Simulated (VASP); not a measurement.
Input of a VASP 6.6.1 run:

The input INCAR:

```
SYSTEM = Rh
PREC = Accurate ; ENCUT = 500
EDIFF = 1E-6 ; ISMEAR = -1
SIGMA = 1.0 ; LREAL = .FALSE.
LASPH = .TRUE. ; NELM = 120
ALGO = Normal ; ISIF = 2
LWAVE = .FALSE. ; LCHARG = .FALSE.
GGA = PE ; NBANDS = 134
GGA_COMPAT = .FALSE.
```

File KPOINTS:

```
Automatic mesh
0
G
  3 3 3
  0 0 0
```

POSCAR

```
Rh
1.0
   -3.9999503060      3.9999503060      3.9999503060
    3.9999503060     -3.9999503060      3.9999503060
    3.9999503060      3.9999503060     -3.9999503060
Rh
16
Direct
    0.0000000000      0.0000000000      0.0000000000
    0.0000000000      0.2500000000      0.7500000000
    0.0000000000      0.5000000000      0.5000000000
    0.0000000000      0.7500000000      0.2500000000
    0.2500000000      0.0000000000      0.7500000000
    0.2500000000      0.2500000000      0.5000000000
    0.2500000000      0.5000000000      0.2500000000
    0.2500000000      0.7500000000      0.0000000000
    0.5000000000      0.0000000000      0.5000000000
    0.5000000000      0.2500000000      0.2500000000
    0.5000000000      0.5000000000      0.0000000000
    0.5000000000      0.7500000000      0.7500000000
    0.7500000000      0.0000000000      0.2500000000
    0.7500000000      0.2500000000      0.0000000000
    0.7500000000      0.5000000000      0.7500000000
    0.7500000000      0.7500000000      0.5000000000
```

Potentials or basis: VASP PAW PBE potentials, release 64 (Rh_pv).

The run is started by

```console
$ cat potpaw_PBE.64/Rh_pv/POTCAR > POTCAR
$ mpirun -np 1 vasp_std > vasp.out
```

(1) Estimate the band gap on the k mesh.

(2) What does it give for the pressure?

Answers

(1) zero (filled and empty bands touch).

(2) -2.2 GPa.

Caveat: the k points lie up to 0.37 Å⁻¹ apart; so wide a smearing shifts energies and pressures.
